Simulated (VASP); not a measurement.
Wanted: the native input for a VASP 6.6.1 run.

```yaml
Task: relaxation of cell and atoms
Functional: PBEsol
Potentials_or_basis: VASP PAW PBE potentials, release 64 (Sr_sv, O)
Cutoff: 600 eV
k_mesh: 8 × 8 × 8
Occupations: fermi-dirac, width 0.02 eV
Spin: no spin polarisation
Dipole_correction: no
Further_INCAR_settings: ALGO = Normal; EDIFF = 1e-06; IBRION = 2; EDIFFG = -0.005; NSW = 80; ISIF = 3
```

The structure of SrO lies in POSCAR:

```
SrO
1.0
    0.0000000000      2.5973730392      2.5973730392
    2.5973730392      0.0000000000      2.5973730392
    2.5973730392      2.5973730392      0.0000000000
Sr O
1 1
Direct
    0.5000000000      0.5000000000      0.5000000000
    0.0000000000      0.0000000000      0.0000000000
```

These files were run (other wordings do the same):

INCAR

```
SYSTEM = SrO
PREC = Accurate
ENCUT = 600
EDIFF = 1E-6
ISMEAR = -1
SIGMA = 0.02
LREAL = .FALSE.
LASPH = .TRUE.
NELM = 80
ALGO = Normal
ISIF = 3
LWAVE = .FALSE.
LCHARG = .FALSE.
GGA = PS
IBRION = 2
NSW = 80
EDIFFG = -0.005
```

KPOINTS

```
regular mesh
0
G
  8 8 8
  0 0 0
```

Potentials or basis: VASP PAW PBE potentials, release 64 (Sr_sv, O).

Run with:

```bash
$ cat potpaw_PBE.64/Sr_sv/POTCAR potpaw_PBE.64/O/POTCAR > POTCAR
$ mpirun -np 1 vasp_std > vasp.out
```

It gave:

```
Relaxed volume                         : 16.90 Å³/atom
Relaxed cell                           : a = 3.629 Å, b = 3.629 Å, c = 3.629 Å, α = 60.00°, β = 60.00°, γ = 60.00°
Space group after relaxing (to 0.05 Å) : Fm-3m (No. 225)
Energy gained by relaxing              : 6.3 meV/atom
Ionic steps                            : 3
Pressure after relaxing                : 0.0 GPa
Band gap on the k mesh                 : 3.15 eV, indirect (least direct gap 3.24 eV)
```

Caveat: the PAW data sets were made with another functional, which shifts forces and pressure a little.

Run time: 52 s on 1 thread of AMD EPYC 7R43 64-Core Processor (Zen 3), on a shared host, peak memory 0.15 GiB.
